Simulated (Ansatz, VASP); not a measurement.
Sc: VASP beside Ansatz

```xyz
3
Lattice="4.4362 -2.5604 0.0024 4.4362 2.5604 0.0024 -0.0017 0.0000 3.2326" Properties=species:S:1:pos:R:3 pbc="T T T"
Sc    2.9558    0.0000    3.2342
Sc   -0.0009    0.0000    1.6163
Sc    5.9148    0.0000    0.0032
```

Alike in both runs: functional PBE; k mesh 10 × 10 × 14; occupations gaussian, width 0.1 eV; no spin polarisation.

Ansatz relaxed the structure, and its values are those at the end. VASP's run is a single point on that final structure, the one shown.

|  | VASP | Ansatz |
| --- | --- | --- |
| version | VASP 6.6.1 | Ansatz 0.2.0 |
| potentials or method | VASP PAW PBE potentials, release 64 (Sc_sv), cutoff 520 eV | scalar-relativistic, plane waves, PAW |
| valence electrons in the cell | 33 | 33 |

|  | VASP | Ansatz | Ansatz less VASP |
| --- | --- | --- | --- |
| gap on the k mesh at the Fermi level (eV) | none | none | - |
| pressure (GPa) | 0.0 | 0.0 | -0.03 |

A gap of «none» marks a metal or a gap that the smearing closes. The functional is the same, so the differences come from potentials, cutoffs and numerics.
